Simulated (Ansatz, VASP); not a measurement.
Two plane-wave programs on K3Ba

File INCAR:

```
SYSTEM = K3Ba
PREC = Accurate ; ENCUT = 520
EDIFF = 1E-7 ; ISMEAR = 1
SIGMA = 0.1 ; LREAL = .FALSE.
LASPH = .TRUE. ; NELM = 60
ALGO = Normal ; ISIF = 2
LWAVE = .FALSE. ; LCHARG = .FALSE.
NBANDS = 26
```

KPOINTS

```
regular mesh
0
G
  2 2 2
  0 0 0
```

POSCAR

```
K3Ba
1.0
    0.0000000000      5.2436290000      5.2436290000
    5.2436290000      0.0000000000      5.2436290000
    5.2436290000      5.2436290000      0.0000000000
K Ba
3 1
Direct
    0.2500000000      0.2500000000      0.2500000000
    0.7500000000      0.7500000000      0.7500000000
    0.5000000000      0.5000000000      0.5000000000
    0.0000000000      0.0000000000      0.0000000000
```

Input for Ansatz:

```yaml
crystal:
  lattice:
    - [0.0, 5.243629, 5.243629]
    - [5.243629, 0.0, 5.243629]
    - [5.243629, 5.243629, 0.0]
  atoms:
    - { symbol: K, position: [0.25, 0.25, 0.25] }
    - { symbol: K, position: [0.75, 0.75, 0.75] }
    - { symbol: K, position: [0.5, 0.5, 0.5] }
    - { symbol: Ba, position: [0.0, 0.0, 0.0] }
kpoints:
  mp_grid:
    grid: [2, 2, 2]
hamiltonian:
  xc: lda
scf:
  convergence:
    dr2_threshold: 1.0e-08
  occupations:
    method: cold
    width: 0.1
output:
  forces: true
  stress: true
```

Alike in both runs: task single point; functional LDA; k mesh 2 × 2 × 2; no spin polarisation.

|  | VASP | Ansatz |
| --- | --- | --- |
| version | VASP 6.6.1 | Ansatz 0.2.0 |
| potentials or method | VASP PAW LDA potentials, release 64 (K_sv, Ba_sv) | plane waves, PAW |
| plane-wave cutoff (eV) | 520 | 420 |
| occupations | methfessel-paxton of order 1, width 0.1 eV | cold, width 0.1 eV |
| valence electrons in the cell | 37 | 37 |

|  | VASP | Ansatz | Ansatz less VASP |
| --- | --- | --- | --- |
| pressure (GPa) | -0.8 | -0.8 | +0.01 |

LDA's correlation is that of Perdew and Zunger in VASP and of Perdew and Wang (1992) in Ansatz. Ansatz's warnings: stress scf threshold loose.

The k mesh is coarse, so the values compare programs but aren't converged. Neither program's run includes spin-orbit coupling.
